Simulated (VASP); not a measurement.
# Sb (R-3m) in VASP: a series of runs, part 2 of 2

VASP 6.6.1. Earlier steps stand in the parts before.

## 4. Single point, PBE (equal xy, yz and zx shear strains of +2 %)

INCAR

```
PREC = Accurate
ENCUT = 520
EDIFF = 1E-6
ISMEAR = -1
SIGMA = 0.05
LREAL = F
LASPH = T
NELM = 60
ALGO = Normal
ISIF = 2
LWAVE = F
LCHARG = F
GGA = PE
NBANDS = 8
```

KPOINTS

```
regular mesh
0
Gamma
  12 12 12
```

POSCAR

```
Sb
1.0
    0.0461000000      2.3280500000      2.3280500000
    2.3280500000      0.0461000000      2.3280500000
    2.3280500000      2.3280500000      0.0461000000
Sb
1
Direct
    0.0000000000      0.0000000000      0.0000000000
```

Potentials or basis: VASP PAW PBE potentials, release 64 (Sb).

Launch:

```sh
cat potpaw_PBE.64/Sb/POTCAR > POTCAR
mpirun -np 1 vasp_std > vasp.out
```

OUTCAR:

```text
PREC = Accurate
   ENCUT = 520
   EDIFF = 1E-6
   ISMEAR = -1
   LREAL = F
   LASPH = T
   NELM = 60
   ISIF = 2
   GGA = PE

 ion  position               nearest neighbor table
   1  0.000  0.000  0.000-

  LATTYP: Found a trigonal (rhomboedric) cell.
 ALAT       =     3.2926826168
 COS(alpha) =     0.5197000882

  Lattice vectors:

 A1 = (   0.0461000000,   2.3280500000,   2.3280500000)
 A2 = (   2.3280500000,   0.0461000000,   2.3280500000)
 A3 = (   2.3280500000,   2.3280500000,   0.0461000000)

Analysis of symmetry for initial positions (statically):
=====================================================================
 Subroutine PRICEL returns:
 Original cell was already a primitive cell.

 Routine SETGRP: Setting up the symmetry group for a
 trigonal (rhombohedral) supercell.

 Subroutine GETGRP returns: Found 12 space group operations
 (whereof 12 operations were pure point group operations)
 out of a pool of 12 trial point group operations.

The static configuration has the point symmetry D_3d.

Analysis of symmetry for dynamics (positions and initial velocities):
=====================================================================
 Subroutine PRICEL returns:
 Original cell was already a primitive cell.

 Routine SETGRP: Setting up the symmetry group for a
 trigonal (rhombohedral) supercell.

 Subroutine GETGRP returns: Found 12 space group operations
 (whereof 12 operations were pure point group operations)
 out of a pool of 12 trial point group operations.

The dynamic configuration has the point symmetry D_3d.

 Subroutine INISYM returns: Found 12 space group operations
 (whereof 12 operations are pure point group operations),
 and found     1 'primitive' translations

[... 103 lines left out ...]
   NELECT =       5.0000    total number of electrons
   NUPDOWN=      -1.0000    fix difference up-down
   EMIN   =  10.00;   EMAX   =-10.00  energy-range for DOS
   EFERMI =   0.00;   METHOD = LEGACY
   ISMEAR =    -1;   SIGMA  =   0.05  broadening in eV -4-tet -1-fermi 0-gaus
   EFERMI_NEDOS =   21; number of points for ismear=-14 and -15
   IALGO  =     38    algorithm
   IMIX   =      4    mixing-type and parameters
     AMIX     =   0.40;   BMIX     =  1.00
     AMIX_MAG =   1.60;   BMIX_MAG =  1.00
  volume/ion in A,a.u.               =      24.49       165.24
  Fermi-wavevector in a.u.,A,eV,Ry     =   0.964037  1.821766 12.644811  0.929367
  Thomas-Fermi vector in A             =   2.093634
   LORBIT       =      0    0 simple, 1 ext, 2 COOP (PROOUT), +10 PAW based schemes
   GGA     = PE    functional components
   LHFCALC =     F    Hartree Fock is set to
   AEXX    =    0.0000 exact exchange contribution
   IVDW    =     0    specifies the selected vdW correction
   LEPSILON=     F    determine dielectric tensor
   LRPA    =     F    only Hartree local field effects (RPA)
 non-spin polarized calculation
  energy-cutoff  :      520.00
  volume of cell :       24.49
 maximum number of plane-waves:       669
   NGX = 13   NGY = 13   NGZ = 13

 number of electron       5.0000000 magnetization

 Free energy of the ion-electron system (eV)
  ---------------------------------------------------
  ext. energy  EPLUGINS =         0.00000000
  ---------------------------------------------------
  free energy    TOTEN  =        -3.74880244 eV

  energy without entropy =       -3.74302089  energy(sigma->0) =       -3.74591167

 E-fermi :   9.8859     XC(G=0): -10.6536

 val. band max:        9.8564376607   @ k =  -0.3333  -0.3333   0.0833
 cond. band min:       9.8865702642   @ k =   0.5000   0.1667   0.1667
 fundamental gap:      0.0301326035
 Fermi energy:         9.8858525946

 k-point     1 :       0.0000    0.0000    0.0000
  band No.  band energies     occupation
      1      -3.8928      2.00000
      2      15.3738      0.00000
      3      16.1061      0.00000
      4      16.1061      0.00000
      5      19.5884      0.00000
      6      20.0918      0.00000
      7      20.3244      0.00000
      8      20.3244      0.00000
[... 243 lines left out ...]
 k-point    24 :      -0.4167    0.1667   -0.0000
  band No.  band energies     occupation
      1       0.9012      2.00000
      2       4.0739      2.00000
      3      10.3984      0.00007
      4      12.7942      0.00000
      5      16.5532      0.00000
      6      20.5222      0.00000
      7      21.2209      0.00000
      8      24.3592      0.00000

 [... further k-points ...]
[... 5 lines left out ...]
  --------------------------------------------------------------------------------------
  -------------------------------------------------------------------------------------
  Total        1.3614153      1.3614153      1.3614153     -0.0297371     -0.0297371     -0.0297371
  in kB       89.0815708     89.0815708     89.0815708     -1.9457885     -1.9457885     -1.9457885
  external PRESSURE =      89.0815708 kB  Pullay stress =       0.0000000 kB

 VOLUME and BASIS-vectors are now :
 -----------------------------------------------------------------------------
  energy-cutoff  :      520.00
  volume of cell :       24.49
      direct lattice vectors                 reciprocal lattice vectors
     0.046100000  2.328050000  2.328050000    -0.221258994  0.216962703  0.216962703
     2.328050000  0.046100000  2.328050000     0.216962703 -0.221258994  0.216962703
     2.328050000  2.328050000  0.046100000     0.216962703  0.216962703 -0.221258994

 POSITION                                       TOTAL-FORCE (eV/Angst)
 -----------------------------------------------------------------------------------
      0.00000      0.00000      0.00000         0.000000      0.000000     -0.000000
 -----------------------------------------------------------------------------------
    total drift:                                0.000000     -0.000000     -0.000000

  FREE ENERGIE OF THE ION-ELECTRON SYSTEM (eV)
  ---------------------------------------------------
  free  energy   TOTEN  =        -3.7488024436 eV

  energy  without entropy=       -3.7430208918  energy(sigma->0) =       -3.74591167
```

It took 7.4 s on 1 thread of Intel Xeon 6975P-C (Granite Rapids), shared host; peak memory 0.16 GiB.

What came out:

- Free energy: -3.7488 eV
- Pressure: 8.9 GPa

Levels at points of the mesh, in eV from the Fermi level:
| k point | band 1 | band 2 | band 3 | band 4 | band 5 |
| --- | --- | --- | --- | --- | --- |
| (0.00, 0.00, 0.00) | -13.78 | 5.49 | 6.22 | 6.22 | 9.70 |
| (0.50, 0.00, 0.00) | -9.36 | -6.50 | 3.82 | 4.02 | 8.56 |
| (0.50, 0.50, 0.00) | -7.55 | -5.53 | 0.09 | 0.59 | 4.07 |
| (0.50, 0.50, 0.50) | -9.79 | -6.57 | 4.41 | 4.41 | 9.16 |

Caveat: the cell differs from its parent crystal (equal xy, yz and zx shear strains of +2 %); spin-orbit coupling is left out, which moves the levels of the heavy elements.

## 5. Summary

```csv
cell,gap on the mesh (eV),pressure (GPa)
"a = 3.212 Å, angles 62.0°, 1 atom",none,9.2
"a = 3.244 Å, angles 60.7°, 1 atom",none,8.7
"a = 3.293 Å, angles 58.7°, 1 atom",none,8.9
```

Alike in all rows: task single point; level PBE; potentials or basis VASP PAW PBE potentials, release 64 (Sb); no spin polarisation; k mesh 12 × 12 × 12; cutoff (eV) 520; smearing fermi-dirac 0.05 eV.

Caveats: spin-orbit coupling is left out, which moves the levels of the heavy elements.

Total energies depend on the potentials used, so only differences within one code and one set of settings carry meaning.
